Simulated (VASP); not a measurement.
Sc3Te: single point with PBE

Crystal: Sc3Te.

```
Sc Te
1.0
     0.00000    3.61647    3.61647
     3.61647    0.00000    3.61647
     3.61647    3.61647    0.00000
Sc Te
3 1
Cartesian
  1.8082 1.8082 1.8082
  5.4247 5.4247 5.4247
  3.6165 3.6165 3.6165
  0.0000 0.0000 0.0000
```

```
Program             : VASP 6.6.1
Task                : single point
Functional          : PBE
Potentials or basis : VASP PAW PBE potentials, release 64 (Sc_sv, Te)
Cutoff              : 500 eV
k mesh              : 7 × 7 × 7
Occupations         : fermi-dirac, width 0.05 eV
Spin                : no spin polarisation
```

| Quantity | Value |
| --- | --- |
| Pressure | -1.7 GPa |
| Band gap on the k mesh | zero (an odd number of electrons rules out a gap without spin polarisation) |

Levels at points of the mesh, in eV from the Fermi level:
```
           k point  band 17  band 18  band 19  band 20  band 21  band 22
(0.00, 0.00, 0.00)    -2.22    -1.22    -1.22    -0.04    -0.04    -0.04
```

Run time: 76 s on 1 thread of Intel(R) Xeon(R) Platinum 8488C (Sapphire Rapids), with other jobs on the host, peak memory 0.25 GiB.

Caveat: spin-orbit coupling is left out, which moves the levels of the heavy elements.
